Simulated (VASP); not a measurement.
**HfC: single point with PBE-based screened hybrid**

The system is HfC.

```
Hf C
1.0
     0.00000    2.32500    2.32500
     2.32500    0.00000    2.32500
     2.32500    2.32500    0.00000
Hf C
1 1
Direct
  0.50000 0.50000 0.50000
  0.00000 0.00000 0.00000
```

```json
{
 "Program": "VASP 6.6.1",
 "Task": "single point",
 "Functional": "PBE-based screened hybrid",
 "Potentials or basis": "VASP PAW PBE potentials, release 64 (Hf_pv, C)",
 "Cutoff": "520 eV",
 "k mesh": "6 × 6 × 6",
 "Occupations": "gaussian, width 0.05 eV",
 "Spin": "no spin polarisation"
}
```

- Pressure: -3.1 GPa
- Band gap on the k mesh: zero (band 7 reaches 6.89 eV, above the bottom of band 8 at 5.43 eV)

Levels at points of the mesh, in eV from the Fermi level:
| k point | band 5 | band 6 | band 7 | band 8 | band 9 | band 10 |
| --- | --- | --- | --- | --- | --- | --- |
| (0.00, 0.00, 0.00) | 1.23 | 1.23 | 1.23 | 1.79 | 1.79 | 1.79 |
| (0.50, 0.00, 0.00) | -6.27 | -2.98 | -2.98 | 5.92 | 5.92 | 6.43 |
| (0.50, 0.50, 0.00) | -2.64 | -1.53 | 0.04 | 0.04 | 5.79 | 7.39 |

Wall time 23 min on 1 thread of Oxide Virtual Turin-like Processor, on a shared host, peak memory 0.22 GiB.

Caveat: the k points lie up to 0.39 Å⁻¹ apart; the PAW data sets were made with another functional, which shifts forces and pressure a little; spin-orbit coupling is left out, which moves the levels of the heavy elements.
